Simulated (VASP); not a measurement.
P:

```
P
1.0
     4.19820    0.00000    0.00000
     0.00000    4.19820    0.00000
     0.00000    0.00000    3.24117
P
4
Direct
  0.33849 0.00000 0.75000
  0.66151 0.00000 0.25000
  0.00000 0.33849 0.00000
  0.00000 0.66151 0.50000
```

| Property | Result |
| --- | --- |
| Program | VASP 6.6.1 |
| Task | relaxation of cell and atoms |
| Functional | PBE |
| Potentials or basis | VASP PAW PBE potentials, release 64 (P) |
| Cutoff | 600 eV |
| k mesh | 4 × 4 × 6 |
| Occupations | gaussian, width 0.1 eV |
| Spin | no spin polarisation |

At the start: pressure 26.7 GPa; volume 14.28 Å³/atom.

Question: How do energy, volume and symmetry change on relaxing?

Answer: Over 36 steps the energy falls by 486.5 meV/atom and the volume is 24.51 Å³/atom (+71.7 %); space group P4_122 (No. 91, to 0.05 Å).

The path:
| step | energy change (eV) | largest force (eV/Å) | pressure (GPa) | volume (Å³) |
| --- | --- | --- | --- | --- |
| 1 | 0.0000 | 0.7809 | 26.73 | 57.13 |
| 2 | -1.1791 | 0.0675 | -1.72 | 79.18 |
| 3 | -1.1927 | 0.0066 | 0.76 | 75.23 |
| 4 | -1.1953 | 0.0168 | -0.04 | 76.38 |
| 5 | -1.1950 | 0.0084 | 0.24 | 75.96 |
| 6 | -1.2071 | 0.0080 | 0.09 | 76.03 |
| 7 | -1.2849 | 0.2246 | -0.04 | 76.18 |
| 8 | -1.4373 | 0.5434 | 0.20 | 76.25 |
| 9 | -1.4398 | 0.6407 | 0.66 | 76.20 |
| 10 | -1.4439 | 0.5969 | 0.42 | 76.23 |
| 11 | -1.4471 | 0.6075 | 0.48 | 76.28 |
| 12 | -1.4528 | 0.6520 | 0.73 | 76.43 |
| 13 | -1.4489 | 0.8038 | 1.50 | 76.70 |
| 14 | -1.4538 | 0.6939 | 0.97 | 76.53 |
| 15 | -1.4659 | 0.7090 | 1.11 | 76.71 |
| 16 | -1.5070 | 0.8085 | 1.60 | 77.25 |
| 17 | -1.6167 | 0.9145 | 2.15 | 78.34 |
| 18 | -1.7519 | 0.0450 | 4.92 | 80.49 |
| 19 | -1.7908 | 0.0370 | 4.45 | 81.91 |
| 20 | -1.8649 | 0.3466 | 3.55 | 86.29 |
| 21 | -1.8240 | 1.2608 | 2.62 | 95.49 |
| 22 | -1.8787 | 0.6487 | 3.21 | 89.50 |
| 23 | -1.9177 | 0.2644 | 1.31 | 91.63 |
| 24 | -1.9268 | 0.0376 | -0.14 | 93.52 |
| 25 | -1.9269 | 0.0152 | -0.05 | 93.38 |
| 26 | -1.9312 | 0.0521 | 0.03 | 93.59 |
| 27 | -1.9363 | 0.1584 | 0.23 | 94.18 |
| 28 | -1.9387 | 0.1077 | 0.36 | 94.55 |
| 29 | -1.9416 | 0.0065 | 0.65 | 95.33 |
| 30 | -1.9440 | 0.0135 | 0.33 | 96.11 |
| 31 | -1.9451 | 0.0427 | -0.15 | 97.34 |
| 32 | -1.9451 | 0.0378 | -0.08 | 97.13 |
| 33 | -1.9455 | 0.0157 | -0.05 | 97.45 |
| 34 | -1.9458 | 0.0085 | -0.03 | 97.81 |
| 35 | -1.9457 | 0.0587 | 0.03 | 98.51 |
| 36 | -1.9459 | 0.0264 | -0.01 | 98.06 |

Final structure:
```yaml
crystal:
  lattice:
    - [5.52596, 0.00000, 0.00000]
    - [0.00000, 5.52596, 0.00000]
    - [0.00000, 0.00000, 3.21121]
  atoms:
    - { symbol: P, position: [0.37328, 0.00000, 0.75000] }
    - { symbol: P, position: [0.62672, 0.00000, 0.25000] }
    - { symbol: P, position: [0.00000, 0.37328, 0.00000] }
    - { symbol: P, position: [0.00000, 0.62672, 0.50000] }
```

Caveat: the k points lie up to 0.33 Å⁻¹ apart in the final cell; the volume moved by over 15 % at a fixed basis, so the end points are rough.
